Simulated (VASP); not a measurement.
# BaTiO3 (R3m) in VASP: notebook, part 2 of 2

VASP 6.6.1.

## Step 3: Single point, r2SCAN (atoms displaced along a vibrational mode)

The input, POSCAR:

```
BaTiO3
1.0
    2.8401263243      1.6397476979      2.3314025156
   -2.8401263243      1.6397476979      2.3314025156
    0.0000000000     -3.2794953957      2.3314025156
Ba Ti O
1 1 3
Direct
   -0.0019053583     -0.0019053583     -0.0019053583
    0.5054657722      0.5054657722      0.5054657722
    0.4909297610      0.9856810640      0.4909297610
    0.4909297610      0.4909297610      0.9856810640
    0.9856810640      0.4909297610      0.4909297610
```

The input, INCAR.step1:

```
PREC     = Accurate       # precision mode
ENCUT    = 660            # plane-wave cutoff, eV
ISMEAR   = 0              # smearing method
SIGMA    = 0.01           # smearing width, eV
LREAL    = F              # projectors in reciprocal space
LASPH    = T              # aspherical terms in the spheres
NELM     = 120            # most SCF steps
NBANDS   = 28             # bands
GGA      = PE             # functional
ALGO     = Normal         # electronic algorithm
EDIFF    = 1E-5           # SCF threshold, eV
LWAVE    = T              # write WAVECAR
LCHARG   = F              # write CHGCAR
GGA_COMPAT= F
```

The input, INCAR.step2:

```
PREC     = Accurate       # precision mode
ENCUT    = 660            # plane-wave cutoff, eV
EDIFF    = 1E-6           # SCF threshold, eV
ISMEAR   = 0              # smearing method
SIGMA    = 0.01           # smearing width, eV
LREAL    = F              # projectors in reciprocal space
LASPH    = T              # aspherical terms in the spheres
NELM     = 120            # most SCF steps
ALGO     = Normal         # electronic algorithm
ISIF     = 2              # what is computed and relaxed
LWAVE    = F              # write WAVECAR
LCHARG   = F              # write CHGCAR
METAGGA  = R2SCAN         # meta-GGA
LMIXTAU  = T            
NBANDS   = 28             # bands
ISTART   = 1            
GGA_COMPAT= F
```

The input, KPOINTS:

```
Automatic mesh
0
Gamma
  9 9 9
```

Potentials or basis: VASP PAW PBE potentials, release 64 (Ba_sv, Ti_sv, O).

On the command line:

```sh
> cat potpaw_PBE.64/Ba_sv/POTCAR potpaw_PBE.64/Ti_sv/POTCAR potpaw_PBE.64/O/POTCAR > POTCAR
> cp INCAR.step1 INCAR
> mpirun -np 1 vasp_std > vasp.out
> cp INCAR.step2 INCAR
> mpirun -np 1 vasp_std > vasp.out
```

OUTCAR:

```text
PREC = Accurate
   ENCUT = 660
   EDIFF = 1E-6
   ISMEAR = 0
   LREAL = F
   LASPH = T
   NELM = 120
   ISIF = 2
   METAGGA = R2SCAN
   ISTART = 1

 ion  position               nearest neighbor table
   1  0.998  0.998  0.998-   3 2.81   5 2.81   4 2.81   3 2.84   5 2.84   4 2.84   4 2.84   3 2.84
                             5 2.84   5 2.89   3 2.89   4 2.89   2 3.45   2 3.46   2 3.46   2 3.46
   2  0.505  0.505  0.505-   4 1.93   3 1.93   5 1.93   4 2.09   3 2.09   5 2.09   1 3.45   1 3.46
                             1 3.46   1 3.46   1 3.50   1 3.50   1 3.50   1 3.55
   3  0.491  0.986  0.491-   2 1.93   2 2.09   1 2.81   1 2.84   1 2.84   1 2.89
   4  0.491  0.491  0.986-   2 1.93   2 2.09   1 2.81   1 2.84   1 2.84   1 2.89
   5  0.986  0.491  0.491-   2 1.93   2 2.09   1 2.81   1 2.84   1 2.84   1 2.89

  LATTYP: Found a trigonal (rhomboedric) cell.
 ALAT       =     4.0237454865
 COS(alpha) =     0.0035757120

  Lattice vectors:

 A1 = (   2.8401263243,   1.6397476979,   2.3314025156)
 A2 = (  -2.8401263243,   1.6397476979,   2.3314025156)
 A3 = (   0.0000000000,  -3.2794953957,   2.3314025156)

Analysis of symmetry for initial positions (statically):
=====================================================================
 Subroutine PRICEL returns:
 Original cell was already a primitive cell.

 Routine SETGRP: Setting up the symmetry group for a
 trigonal (rhombohedral) supercell.

 Subroutine GETGRP returns: Found  6 space group operations
 (whereof  6 operations were pure point group operations)
 out of a pool of 12 trial point group operations.

The static configuration has the point symmetry C_3v.

Analysis of symmetry for dynamics (positions and initial velocities):
=====================================================================
 Subroutine PRICEL returns:
 Original cell was already a primitive cell.

 Routine SETGRP: Setting up the symmetry group for a
 trigonal (rhombohedral) supercell.
[... 131 lines left out ...]
     AMIX_MAG =   1.60;   BMIX_MAG =  1.00
  volume/ion in A,a.u.               =      13.03        87.92
  Fermi-wavevector in a.u.,A,eV,Ry     =   1.391448  2.629456 26.342628  1.936129
  Thomas-Fermi vector in A             =   2.515286
   LORBIT       =      0    0 simple, 1 ext, 2 COOP (PROOUT), +10 PAW based schemes
   METAGGA = R2SCAN    functional components
   LHFCALC =     F    Hartree Fock is set to
   AEXX    =    0.0000 exact exchange contribution
   IVDW    =     0    specifies the selected vdW correction
   LEPSILON=     F    determine dielectric tensor
   LRPA    =     F    only Hartree local field effects (RPA)
 non-spin polarized calculation
 Gauss-broadening in eV      SIGMA  =   0.01
  energy-cutoff  :      660.00
  volume of cell :       65.15
 maximum number of plane-waves:      2524
 NGX is ok and might be reduce to    36
   NGX = 17   NGY = 17   NGZ = 17

 number of electron      40.0000003 magnetization

 Free energy of the ion-electron system (eV)
  ---------------------------------------------------
  ext. energy  EPLUGINS =         0.00000000
  ---------------------------------------------------
  free energy    TOTEN  =       -74.27128082 eV

  energy without entropy =      -74.27128082  energy(sigma->0) =      -74.27128082

 E-fermi :   3.4064     XC(G=0): -11.8206

 val. band max:        3.3448591406   @ k =   0.4444   0.4444   0.4444
 cond. band min:       5.7290140927   @ k =   0.0000   0.0000   0.0000
 fundamental gap:      2.3841549521
 Fermi energy:         3.4064104257

 k-point     1 :       0.0000    0.0000    0.0000
  band No.  band energies     occupation
      1     -55.4263      2.00000
      2     -30.5915      2.00000
      3     -30.5915      2.00000
      4     -30.5900      2.00000
      5     -22.1167      2.00000
      6     -14.4173      2.00000
[... 733 lines left out ...]
     27      12.0666      0.00000
     28      13.7751      0.00000

 [... further k-points ...]

------------------------ aborting loop because EDIFF is reached ----------------------------------------

  FORCE on cell =-STRESS in cart. coord.  units (eV):
  Direction    XX          YY          ZZ          XY          YZ          ZX
  --------------------------------------------------------------------------------------
  -------------------------------------------------------------------------------------
  Total       -0.2915183     -0.2915183     -0.6569577      0.0000000     -0.0000000      0.0000000
  in kB       -7.1695719     -7.1695719    -16.1571509      0.0000000     -0.0000000      0.0000000
  external PRESSURE =     -10.1654316 kB  Pullay stress =       0.0000000 kB

 VOLUME and BASIS-vectors are now :
 -----------------------------------------------------------------------------
  energy-cutoff  :      660.00
  volume of cell :       65.15
      direct lattice vectors                 reciprocal lattice vectors
     2.840126324  1.639747698  2.331402516     0.176048507  0.101641653  0.142975454
    -2.840126324  1.639747698  2.331402516    -0.176048507  0.101641653  0.142975454
     0.000000000 -3.279495396  2.331402516     0.000000000 -0.203283306  0.142975454

 POSITION                                       TOTAL-FORCE (eV/Angst)
 -----------------------------------------------------------------------------------
      0.00000      0.00000      6.98088         0.000000     -0.000000     -0.014719
      0.00000      0.00000      3.53533         0.000000      0.000000      0.285186
     -1.40516      0.81127      4.58713         0.097396     -0.056231     -0.090156
      0.00000     -1.62253      4.58713         0.000000      0.112463     -0.090156
      1.40516      0.81127      4.58713        -0.097396     -0.056231     -0.090156
 -----------------------------------------------------------------------------------
    total drift:                               -0.000000      0.000001     -0.020537

  FREE ENERGIE OF THE ION-ELECTRON SYSTEM (eV)
  ---------------------------------------------------
  free  energy   TOTEN  =       -74.2712808180 eV

  energy  without entropy=      -74.2712808180  energy(sigma->0) =      -74.27128082
```

It took 5.3 min on 1 thread of Intel Xeon 6975P-C (Granite Rapids), shared host; peak memory 0.37 GiB.

What came out:

```yaml
Free_energy: -74.2713 eV
Pressure: -1.0 GPa
Largest_force: 0.285 eV/Å
Band_gap_on_the_k_mesh: 2.38 eV (least direct gap 2.61 eV)
```

Forces on the atoms (eV/Å):
```
Ba   0.000  0.000 -0.015
Ti   0.000  0.000  0.285
O    0.097 -0.056 -0.090
O    0.000  0.112 -0.090
O   -0.097 -0.056 -0.090
```

Stress tensor (GPa, compression positive):
```
-0.72  0.00  0.00
 0.00 -0.72  0.00
 0.00  0.00 -1.62
```

Caveat: the cell differs from its parent crystal (atoms displaced along a vibrational mode); the PAW data sets were made with another functional, which shifts forces and pressure a little; spin-orbit coupling is left out, which moves the levels of the heavy elements; an odd mesh through Γ misses points on the zone boundary, where band edges can lie.

## Step 4: Single point, r2SCAN (atoms displaced along a vibrational mode)

The input, POSCAR:

```
BaTiO3
1.0
    2.8401263243      1.6397476979      2.3314025156
   -2.8401263243      1.6397476979      2.3314025156
    0.0000000000     -3.2794953957      2.3314025156
Ba Ti O
1 1 3
Direct
   -0.0029620242     -0.0029620242     -0.0029620242
    0.5023987980      0.5023987980      0.5023987980
    0.4918271535      0.9880099193      0.4918271535
    0.4918271535      0.4918271535      0.9880099193
    0.9880099193      0.4918271535      0.4918271535
```

The input, INCAR.step1:

```
PREC = Accurate ; ENCUT = 660
ISMEAR = 0 ; SIGMA = 0.01
LREAL = F ; LASPH = T
NELM = 120 ; NBANDS = 28
GGA = PE ; ALGO = Normal
EDIFF = 1E-5 ; LWAVE = T
LCHARG = F ; GGA_COMPAT = F
```

The input, INCAR.step2:

```
PREC = Accurate ; ENCUT = 660
EDIFF = 1E-6 ; ISMEAR = 0
SIGMA = 0.01 ; LREAL = F
LASPH = T ; NELM = 120
ALGO = Normal ; ISIF = 2
LWAVE = F ; LCHARG = T
METAGGA = R2SCAN ; LMIXTAU = T
LELF = T ; LVHAR = T
NBANDS = 28 ; ISTART = 1
GGA_COMPAT = F
```

The input, KPOINTS:

```
regular mesh
0
Gamma
  9 9 9
```

Potentials or basis: VASP PAW PBE potentials, release 64 (Ba_sv, Ti_sv, O).

On the command line:

```sh
> cat potpaw_PBE.64/Ba_sv/POTCAR potpaw_PBE.64/Ti_sv/POTCAR potpaw_PBE.64/O/POTCAR > POTCAR
> cp INCAR.step1 INCAR
> mpirun -np 1 vasp_std > vasp.out
> cp INCAR.step2 INCAR
> mpirun -np 1 vasp_std > vasp.out
```

OUTCAR:

```text
PREC = Accurate
   ENCUT = 660
   EDIFF = 1E-6
   ISMEAR = 0
   LREAL = F
   LASPH = T
   NELM = 120
   ISIF = 2
   METAGGA = R2SCAN
   ISTART = 1

 ion  position               nearest neighbor table
   1  0.997  0.997  0.997-   3 2.82   5 2.82   4 2.82   3 2.84   5 2.84   5 2.84   3 2.84   4 2.84
                             4 2.84   5 2.88   3 2.88   4 2.88   2 3.46   2 3.47   2 3.47   2 3.47
   2  0.502  0.502  0.502-   4 1.95   3 1.95   5 1.95   4 2.07   3 2.07   5 2.07   1 3.46   1 3.47
                             1 3.47   1 3.47   1 3.49   1 3.49   1 3.49   1 3.53
   3  0.492  0.988  0.492-   2 1.95   2 2.07   1 2.82   1 2.84   1 2.84   1 2.88
   4  0.492  0.492  0.988-   2 1.95   2 2.07   1 2.82   1 2.84   1 2.84   1 2.88
   5  0.988  0.492  0.492-   2 1.95   2 2.07   1 2.82   1 2.84   1 2.84   1 2.88

  LATTYP: Found a trigonal (rhomboedric) cell.
 ALAT       =     4.0237454865
 COS(alpha) =     0.0035757120

  Lattice vectors:

 A1 = (   2.8401263243,   1.6397476979,   2.3314025156)
 A2 = (  -2.8401263243,   1.6397476979,   2.3314025156)
 A3 = (   0.0000000000,  -3.2794953957,   2.3314025156)

Analysis of symmetry for initial positions (statically):
=====================================================================
 Subroutine PRICEL returns:
 Original cell was already a primitive cell.

 Routine SETGRP: Setting up the symmetry group for a
 trigonal (rhombohedral) supercell.

 Subroutine GETGRP returns: Found  6 space group operations
 (whereof  6 operations were pure point group operations)
 out of a pool of 12 trial point group operations.

The static configuration has the point symmetry C_3v.

Analysis of symmetry for dynamics (positions and initial velocities):
=====================================================================
 Subroutine PRICEL returns:
 Original cell was already a primitive cell.

 Routine SETGRP: Setting up the symmetry group for a
 trigonal (rhombohedral) supercell.

 Subroutine GETGRP returns: Found  6 space group operations
 (whereof  6 operations were pure point group operations)
 out of a pool of 12 trial point group operations.

The dynamic configuration has the point symmetry C_3v.

 Subroutine INISYM returns: Found  6 space group operations
 (whereof  6 operations are pure point group operations),
 and found     1 'primitive' translations

----------------------------------------------------------------------------------------

                                     Primitive cell

  volume of cell :      65.1453

  direct lattice vectors                    reciprocal lattice vectors
     2.840126324  1.639747698  2.331402516     0.176048507  0.101641653  0.142975454
    -2.840126324  1.639747698  2.331402516    -0.176048507  0.101641653  0.142975454
     0.000000000 -3.279495396  2.331402516     0.000000000 -0.203283306  0.142975454

  length of vectors
     4.023745487  4.023745487  4.023745487     0.248527832  0.248527832  0.248527832

  position of ions in fractional coordinates (direct lattice)
     0.997037976  0.997037976  0.997037976
     0.502398798  0.502398798  0.502398798
     0.491827153  0.988009919  0.491827153
     0.491827153  0.491827153  0.988009919
     0.988009919  0.491827153  0.491827153

[... 35 lines left out ...]
            Coordinates               Weight
  0.000000  0.000000  0.000000      1.000000
  0.111111  0.000000  0.000000      6.000000
  0.222222 -0.000000 -0.000000      6.000000
  0.333333  0.000000  0.000000      6.000000
  0.444444 -0.000000 -0.000000      6.000000
  0.111111  0.111111  0.000000      6.000000
[... 16 lines left out ...]
 -0.333333  0.333333  0.000000      6.000000
  0.444444  0.444444  0.000000      6.000000
 [... further k-points ...]
   k-points           NKPTS =     85   k-points in BZ     NKDIM =     85   number of bands    NBANDS=     28
   number of dos      NEDOS =    301   number of ions     NIONS =      5
   total plane-waves  NPLWV =  46656
   dimension x,y,z NGX =    36 NGY =   36 NGZ =   36
   dimension x,y,z NGXF=    72 NGYF=   72 NGZF=   72
   ions per type =               1   1   3
   NGX,Y,Z   is equivalent  to a cutoff of  14.87, 14.87, 14.87 a.u.
   NGXF,Y,Z  is equivalent  to a cutoff of  29.75, 29.75, 29.75 a.u.
 SYSTEM =  unknown system
   PREC   = accura    normal or accurate (medium, high low for compatibility)
   ISTART =      1    job   : 0-new  1-cont  2-samecut
   ICHARG =      0    charge: 1-file 2-atom 10-const
   ISPIN  =      1    spin polarized calculation?
   LNONCOLLINEAR =      F non collinear calculations
   LSORBIT =      F    spin-orbit coupling
   LASPH  =      T    aspherical Exc in radial PAW
   ENCUT  =  660.0 eV  48.51 Ry    6.96 a.u.   8.43  8.43  8.43*2*pi/ulx,y,z
   NELM   =    120;   NELMIN=  2; NELMDL=  0     # of ELM steps
   EDIFF  = 0.1E-05   stopping-criterion for ELM
   LREAL  =      F    real-space projection
   EDIFFG = 0.1E-04   stopping-criterion for IOM
   NSW    =      0    number of steps for IOM
   IBRION =     -1    ionic relax: 0-MD 1-quasi-New 2-CG
   NFREE  =      0    steps in history (QN), initial steepest desc. (CG)
   ISIF   =      2    stress and relaxation
   ISYM   =      2    0-nonsym 1-usesym 2-fastsym
   POTIM  = 0.5000    time-step for ionic-motion
   TEBEG  =    0.0;   TEEND  =   0.0 temperature during run
   PSTRESS=    0.0 pullay stress
   NELECT =      40.0000    total number of electrons
   NUPDOWN=      -1.0000    fix difference up-down
   EMIN   =  10.00;   EMAX   =-10.00  energy-range for DOS
   EFERMI =   0.00;   METHOD = LEGACY
   ISMEAR =     0;   SIGMA  =   0.01  broadening in eV -4-tet -1-fermi 0-gaus
   EFERMI_NEDOS =   21; number of points for ismear=-14 and -15
   IALGO  =     38    algorithm
   IMIX   =      4    mixing-type and parameters
     AMIX     =   0.40;   BMIX     =  1.00
     AMIX_MAG =   1.60;   BMIX_MAG =  1.00
  volume/ion in A,a.u.               =      13.03        87.92
  Fermi-wavevector in a.u.,A,eV,Ry     =   1.391448  2.629456 26.342628  1.936129
  Thomas-Fermi vector in A             =   2.515286
   LORBIT       =      0    0 simple, 1 ext, 2 COOP (PROOUT), +10 PAW based schemes
   METAGGA = R2SCAN    functional components
   LHFCALC =     F    Hartree Fock is set to
   AEXX    =    0.0000 exact exchange contribution
   IVDW    =     0    specifies the selected vdW correction
   LEPSILON=     F    determine dielectric tensor
   LRPA    =     F    only Hartree local field effects (RPA)
 non-spin polarized calculation
 Gauss-broadening in eV      SIGMA  =   0.01
  energy-cutoff  :      660.00
  volume of cell :       65.15
 maximum number of plane-waves:      2524
 NGX is ok and might be reduce to    36
   NGX = 17   NGY = 17   NGZ = 17

 number of electron      40.0000002 magnetization

 Free energy of the ion-electron system (eV)
  ---------------------------------------------------
  ext. energy  EPLUGINS =         0.00000000
  ---------------------------------------------------
  free energy    TOTEN  =       -74.26105737 eV

  energy without entropy =      -74.26105737  energy(sigma->0) =      -74.26105737

 E-fermi :   3.4116     XC(G=0): -11.8240

 val. band max:        3.3572484081   @ k =  -0.4444   0.4444   0.4444
 cond. band min:       5.6238839560   @ k =   0.0000   0.0000   0.0000
 fundamental gap:      2.2666355479
 Fermi energy:         3.4115931800

 k-point     1 :       0.0000    0.0000    0.0000
  band No.  band energies     occupation
      1     -55.4824      2.00000
      2     -30.6405      2.00000
      3     -30.6405      2.00000
      4     -30.6377      2.00000
      5     -22.1086      2.00000
      6     -14.4176      2.00000
[... 733 lines left out ...]
     27      12.0744      0.00000
     28      13.7911      0.00000

 [... further k-points ...]

------------------------ aborting loop because EDIFF is reached ----------------------------------------

  FORCE on cell =-STRESS in cart. coord.  units (eV):
  Direction    XX          YY          ZZ          XY          YZ          ZX
  --------------------------------------------------------------------------------------
  -------------------------------------------------------------------------------------
  Total       -0.4813050     -0.4813050     -0.9379272     -0.0000000     -0.0000000      0.0000000
  in kB      -11.8371654    -11.8371654    -23.0672864     -0.0000000     -0.0000000      0.0000000
  external PRESSURE =     -15.5805391 kB  Pullay stress =       0.0000000 kB

 VOLUME and BASIS-vectors are now :
 -----------------------------------------------------------------------------
  energy-cutoff  :      660.00
  volume of cell :       65.15
      direct lattice vectors                 reciprocal lattice vectors
     2.840126324  1.639747698  2.331402516     0.176048507  0.101641653  0.142975454
    -2.840126324  1.639747698  2.331402516    -0.176048507  0.101641653  0.142975454
     0.000000000 -3.279495396  2.331402516     0.000000000 -0.203283306  0.142975454

 POSITION                                       TOTAL-FORCE (eV/Angst)
 -----------------------------------------------------------------------------------
      0.00000      0.00000      6.97349         0.000000     -0.000000     -0.008869
      0.00000      0.00000      3.51388         0.000000      0.000000      0.269307
     -1.40922      0.81361      4.59674         0.093616     -0.054049     -0.086813
      0.00000     -1.62723      4.59674         0.000000      0.108099     -0.086813
      1.40922      0.81361      4.59674        -0.093616     -0.054049     -0.086813
 -----------------------------------------------------------------------------------
    total drift:                                0.000000      0.000001     -0.026361

  FREE ENERGIE OF THE ION-ELECTRON SYSTEM (eV)
  ---------------------------------------------------
  free  energy   TOTEN  =       -74.2610573745 eV

  energy  without entropy=      -74.2610573745  energy(sigma->0) =      -74.26105737
```

It took 5.1 min on 1 thread of Intel Xeon 6975P-C (Granite Rapids), shared host; peak memory 0.36 GiB.

What came out:

| Quantity | Value |
| --- | --- |
| Free energy | -74.2611 eV |
| Pressure | -1.6 GPa |
| Largest force | 0.269 eV/Å |
| Band gap on the k mesh | 2.27 eV (least direct gap 2.45 eV) |

Forces on the atoms (eV/Å):
```
Ba   0.000  0.000 -0.009
Ti   0.000  0.000  0.269
O    0.094 -0.054 -0.087
O    0.000  0.108 -0.087
O   -0.094 -0.054 -0.087
```

Caveat: the cell differs from its parent crystal (atoms displaced along a vibrational mode); the PAW data sets were made with another functional, which shifts forces and pressure a little; spin-orbit coupling is left out, which moves the levels of the heavy elements; an odd mesh through Γ misses points on the zone boundary, where band edges can lie.

## Step 5: Summary

| cell | gap on the mesh (eV) | pressure (GPa) | largest force (eV/Å) |
| --- | --- | --- | --- |
| as given, atomic positions A | 2.53 | -0.3 | 0.23 |
| as given, atomic positions B | 2.38 | -1.0 | 0.29 |
| as given, atomic positions C | 2.27 | -1.6 | 0.27 |

Alike in all rows: task single point; level r2SCAN; potentials or basis VASP PAW PBE potentials, release 64 (Ba_sv, Ti_sv, O); no spin polarisation; k mesh 9 × 9 × 9; cutoff (eV) 660; smearing gaussian 0.01 eV.

Caveats: the PAW data sets were made with another functional, which shifts forces and pressure a little; spin-orbit coupling is left out, which moves the levels of the heavy elements; an odd mesh through Γ misses points on the zone boundary, where band edges can lie.

Total energies depend on the potentials used, so only differences within one code and one set of settings carry meaning.
